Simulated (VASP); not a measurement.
# Sc2Ta (I4/mcm) in VASP: further runs, part 3 of 3

VASP 6.6.1. Earlier steps stand in the parts before.

## 4. Relaxation of cell and atoms, PBE

File INCAR:

```
SYSTEM = Sc2Ta
PREC = Accurate ; ENCUT = 600
EDIFF = 1E-6 ; ISMEAR = 0
SIGMA = 0.1 ; LREAL = .FALSE.
LASPH = .TRUE. ; NELM = 60
ALGO = Fast ; ISIF = 3
LWAVE = .FALSE. ; LCHARG = .FALSE.
GGA = PE ; IBRION = 2
NSW = 90 ; EDIFFG = -0.04
```

File KPOINTS:

```
Automatic mesh
0
G
  4 4 4
  0 0 0
```

File POSCAR:

```
Sc2Ta
1.0
   -3.3211013200      3.3211013200      2.5937758500
    3.3211013200     -3.3211013200      2.5937758500
    3.3211013200      3.3211013200     -2.5937758500
Sc Ta
4 2
Direct
    0.1590092200      0.6590092200      0.8180184400
    0.6590092200      0.8409907800      0.5000000000
    0.3409907800      0.1590092200      0.5000000000
    0.8409907800      0.3409907800      0.1819815600
    0.7500000000      0.7500000000      0.0000000000
    0.2500000000      0.2500000000      0.0000000000
```

Potentials or basis: VASP PAW PBE potentials, release 64 (Sc_sv, Ta_pv).

Started as:

```sh
$ cat potpaw_PBE.64/Sc_sv/POTCAR potpaw_PBE.64/Ta_pv/POTCAR > POTCAR
$ mpirun -np 1 vasp_std > vasp.out
```

OUTCAR:

```text
SYSTEM = Sc2Ta
   PREC = Accurate
   ENCUT = 600
   EDIFF = 1E-6
   ISMEAR = 0
   LREAL = .FALSE.
   LASPH = .TRUE.
   NELM = 60
   ISIF = 3
   GGA = PE
   IBRION = 2
   NSW = 90
   EDIFFG = -0.04

 ion  position               nearest neighbor table
   1  0.159  0.659  0.818-   5 2.82   6 2.82   5 2.82   6 2.82   4 2.99   4 3.11   4 3.11   2 3.35
                             3 3.35   2 3.35   3 3.35
   2  0.659  0.841  0.500-   6 2.82   5 2.82   5 2.82   6 2.82   3 2.99   3 3.11   3 3.11   1 3.35
                             4 3.35   1 3.35   4 3.35
   3  0.341  0.159  0.500-   5 2.82   6 2.82   6 2.82   5 2.82   2 2.99   2 3.11   2 3.11   1 3.35
                             1 3.35   4 3.35   4 3.35
   4  0.841  0.341  0.182-   5 2.82   6 2.82   5 2.82   6 2.82   1 2.99   1 3.11   1 3.11   2 3.35
                             3 3.35   3 3.35   2 3.35
   5  0.750  0.750  0.000-   6 2.59   6 2.59   1 2.82   2 2.82   4 2.82   3 2.82   2 2.82   3 2.82
                             1 2.82   4 2.82
   6  0.250  0.250  0.000-   5 2.59   5 2.59   1 2.82   3 2.82   4 2.82   4 2.82   3 2.82   1 2.82
                             2 2.82   2 2.82

  LATTYP: Found a body centered tetragonal cell.
 ALAT       =     6.6422026400
 C/A-ratio  =     0.7809987110

  Lattice vectors:

 A1 = (  -3.3211013200,   3.3211013200,   2.5937758500)
 A2 = (   3.3211013200,  -3.3211013200,   2.5937758500)
 A3 = (   3.3211013200,   3.3211013200,  -2.5937758500)

Analysis of symmetry for initial positions (statically):
=====================================================================
 Subroutine PRICEL returns:
 Original cell was already a primitive cell.

 Routine SETGRP: Setting up the symmetry group for a
 body centered tetragonal supercell.

 Subroutine GETGRP returns: Found 16 space group operations
 (whereof  8 operations were pure point group operations)
 out of a pool of 16 trial point group operations.

The static configuration has the point symmetry C_4h.
 The point group associated with its full space group is D_4h.

Analysis of symmetry for dynamics (positions and initial velocities):
=====================================================================
 Subroutine PRICEL returns:
 Original cell was already a primitive cell.

[... 151 lines left out ...]
  ext. energy  EPLUGINS =         0.00000000
  ---------------------------------------------------
  free energy    TOTEN  =       -45.79248851 eV

  energy without entropy =      -45.76558350  energy(sigma->0) =      -45.77903600

------------------------ aborting loop because EDIFF is reached ----------------------------------------

  FORCE on cell =-STRESS in cart. coord.  units (eV):
  Direction    XX          YY          ZZ          XY          YZ          ZX
  --------------------------------------------------------------------------------------
  -------------------------------------------------------------------------------------
  Total       12.0888905     12.0888905     19.7438710      0.0000000      0.0000000      0.0000000
  in kB      169.2545459    169.2545459    276.4306549      0.0000000      0.0000000      0.0000000
  external PRESSURE =     204.9799156 kB  Pullay stress =       0.0000000 kB
[... 27 lines left out ...]
--------------------------------------- Ionic step        2  -------------------------------------------

 number of electron      66.0000003 magnetization

 E-fermi :   3.1366     XC(G=0):  -9.8889

 val. band max:        3.1354845294   @ k =   0.5000   0.2500   0.0000
 cond. band min:       3.1491509372   @ k =  -0.2500  -0.2500   0.2500
 fundamental gap:      0.0136664078
 Fermi energy:         3.1365921549

 k-point     1 :       0.0000    0.0000    0.0000
  band No.  band energies     occupation
      1     -46.6257      2.00000
      2     -46.6166      2.00000
      3     -46.6049      2.00000
      4     -46.6049      2.00000
      5     -31.1753      2.00000
      6     -31.0948      2.00000
[... 608 lines left out ...]
  FREE ENERGIE OF THE ION-ELECTRON SYSTEM (eV)
  ---------------------------------------------------
  free  energy   TOTEN  =       -47.0639547993 eV

  energy  without entropy=      -47.0312701210  energy(sigma->0) =      -47.04761246

[... ionic steps 4 to 7 ...]

--------------------------------------- Ionic step        8  -------------------------------------------

 number of electron      65.9999995 magnetization

------------------------ aborting loop because EDIFF is reached ----------------------------------------
[... 75 lines left out ...]
--------------------------------------- Ionic step       10  -------------------------------------------

 number of electron      65.9999997 magnetization

 Free energy of the ion-electron system (eV)
  ---------------------------------------------------
  ext. energy  EPLUGINS =         0.00000000
  ---------------------------------------------------
  free energy    TOTEN  =       -47.11148820 eV

  energy without entropy =      -47.07760550  energy(sigma->0) =      -47.09454685

 E-fermi :   4.0875     XC(G=0): -10.5138

 val. band max:        4.0493480997   @ k =  -0.2500   0.5000   0.2500
 cond. band min:       4.1024528334   @ k =  -0.2500  -0.2500   0.2500
 fundamental gap:      0.0531047337
 Fermi energy:         4.0875286518

 k-point     1 :       0.0000    0.0000    0.0000
  band No.  band energies     occupation
      1     -45.2673      2.00000
      2     -45.2491      2.00000
      3     -45.2292      2.00000
      4     -45.2292      2.00000
      5     -30.1354      2.00000
      6     -29.7948      2.00000
[... 568 lines left out ...]
  FREE ENERGIE OF THE ION-ELECTRON SYSTEM (eV)
  ---------------------------------------------------
  free  energy   TOTEN  =       -47.1114882018 eV

  energy  without entropy=      -47.0776055012  energy(sigma->0) =      -47.09454685

 reached required accuracy - stopping structural energy minimisation
```

It took 15 min on 1 thread of Intel Xeon Platinum 8559C (Emerald Rapids), shared host; peak memory 0.37 GiB.

Results:

```yaml
Free_energy: -47.1115 eV
Relaxed_volume: 22.83 Å³/atom
Relaxed_cell: a = 5.678 Å, b = 5.678 Å, c = 5.678 Å, α = 104.27°, β = 104.27°, γ = 120.47°
Space_group_after_relaxing_to_0.1_Å: I4/mcm (No. 140)
Energy_gained_by_relaxing: 219.8 meV/atom
Ionic_steps: 10
Pressure_after_relaxing: 0.2 GPa
Largest_force_after_relaxing: 0.006 eV/Å
Band_gap_on_the_k_mesh: zero (bands 33 and 34 overlap by 0.92 eV)
```

Forces in eV/Å, atoms in the order of the input:
```
Sc  -0.004 -0.004  0.000
Sc   0.004 -0.004  0.000
Sc  -0.004  0.004  0.000
Sc   0.004  0.004  0.000
Ta   0.000  0.000  0.000
Ta   0.000  0.000  0.000
```

The path:
```csv
step,energy change (eV),largest force (eV/Å),pressure (GPa),volume (Å³)
1,0.0000,0.1561,20.50,114.43
2,-0.3386,0.6712,-9.89,159.63
3,-1.2715,0.3467,0.01,136.06
4,-1.2712,0.3384,0.31,135.60
5,-1.2896,0.2596,0.25,135.97
6,-1.3154,0.0331,0.18,137.09
7,-1.3156,0.0108,0.18,137.20
8,-1.3182,0.0203,-0.42,138.04
9,-1.3184,0.0191,-0.30,137.87
10,-1.3190,0.0061,0.17,136.96
```

Final structure:
```xyz
6
Lattice="-3.4852 3.4852 2.8189 3.4852 -3.4852 2.8189 3.4852 3.4852 -2.8189" Properties=species:S:1:pos:R:3 pbc="T T T"
Sc    4.6401    1.1549    0.0000
Sc    2.3303    1.1549    2.8189
Sc    1.1549    2.3303    0.0000
Sc   -1.1549    2.3303    2.8189
Ta    3.4852    3.4852    1.4095
Ta    3.4852    3.4852   -1.4095
```

Caveat: the k points lie up to 0.36 Å⁻¹ apart in the final cell, too coarse for converged energies and pressures of a metal; the volume moved by over 15 % at a fixed basis, so the end points are rough; spin-orbit coupling is left out, which moves the levels of the heavy elements.

## 5. Single point, PBE

This run uses another cell than the first one, of 22.94 Å³/atom.

File INCAR:

```
ALGO = Fast
EDIFF = 1E-6
ENCUT = 520
GGA = PE
ISIF = 2
ISMEAR = 0
LASPH = True
LCHARG = False
LREAL = False
LWAVE = False
NBANDS = 42
NELM = 60
PREC = Accurate
SIGMA = 0.1
```

File KPOINTS:

```
k-points
0
Gamma
  8 8 8
```

File POSCAR:

```
Sc2Ta
1.0
   -3.4898390319      3.4898390319      2.8258394912
    3.4898390319     -3.4898390319      2.8258394912
    3.4898390319      3.4898390319     -2.8258394912
Sc Ta
4 2
Direct
    0.6663556447      0.1663556447      0.8327112894
    0.1663556447      0.3336443553      0.5000000000
    0.8336443553      0.6663556447      0.5000000000
    0.3336443553      0.8336443553      0.1672887106
    0.2500000000      0.2500000000      0.0000000000
    0.7500000000      0.7500000000      0.0000000000
```

Started as:

```sh
$ cat potpaw_PBE.64/Sc_sv/POTCAR potpaw_PBE.64/Ta_pv/POTCAR > POTCAR
$ mpirun -np 1 vasp_std > vasp.out
```

Run time: 6.9 min. Hardware: 1 thread of Intel Xeon Platinum 8559C (Emerald Rapids), shared host; peak memory 0.44 GiB.

Results (log left out):

- Free energy: -47.0800 eV
- Pressure: 0.0 GPa
- Largest force: 0.003 eV/Å
- Band gap on the k mesh: zero (bands 33 and 34 overlap by 0.93 eV)

Forces on the atoms (eV/Å):
```
Sc  -0.002 -0.002  0.000
Sc   0.002 -0.002  0.000
Sc  -0.002  0.002  0.000
Sc   0.002  0.002  0.000
Ta   0.000  0.000  0.000
Ta   0.000  0.000  0.000
```

Levels at points of the mesh, in eV from the Fermi level:
```tsv
k point	band 29	band 30	band 31	band 32	band 33	band 34	band 35	band 36	band 37	band 38
(0.00, 0.00, 0.00)	-0.93	-0.24	-0.03	-0.03	0.13	0.22	0.61	0.61	1.22	1.22
(0.50, 0.00, 0.00)	-0.86	-0.86	-0.70	-0.70	-0.50	-0.50	0.26	0.26	0.77	0.77
(0.50, 0.50, 0.00)	-1.52	-0.41	-0.26	-0.10	-0.08	0.23	0.37	0.69	0.84	0.96
(0.50, 0.50, 0.50)	-1.62	-1.46	-0.71	-0.68	-0.37	-0.18	0.23	0.43	0.43	0.51
```

Caveat: spin-orbit coupling is left out, which moves the levels of the heavy elements.

## 6. Overview

| task | cell | k mesh | cutoff (eV) | gap on the mesh (eV) | pressure (GPa) | largest force (eV/Å) |
| --- | --- | --- | --- | --- | --- | --- |
| single point | a = 5.365 Å, angles 103.5, 103.5, 122.2°, 6 atoms, atomic positions A | 4 × 4 × 4 | 520 | none | 20.5 | 0.16 |
| single point | a = 5.685 Å, angles 104.2, 104.2, 120.6°, 6 atoms, atomic positions B | 4 × 4 × 4 | 520 | none | 0.1 | 0.05 |
| relaxation of cell and atoms | relaxed from a = 5.365 Å, angles 103.5, 103.5, 122.2°, 6 atoms, atomic positions A | 4 × 4 × 4 | 600 | none | 0.2 | 0.01 |
| single point | a = 5.687 Å, angles 104.3, 104.3, 120.4°, 6 atoms, atomic positions C | 8 × 8 × 8 | 520 | none | 0.0 | - |

Alike in all rows: level PBE; potentials or basis VASP PAW PBE potentials, release 64 (Sc_sv, Ta_pv); no spin polarisation; smearing gaussian 0.1 eV.

Caveats: some runs use coarse meshes; spin-orbit coupling is left out, which moves the levels of the heavy elements; the volume moved by over 15 % at a fixed basis, so the end points are rough (at least some runs).

Absolute energies hang on the potentials; compare differences alone.

The gap in the log of VASP goes by the Fermi energy; the results here count the filled bands.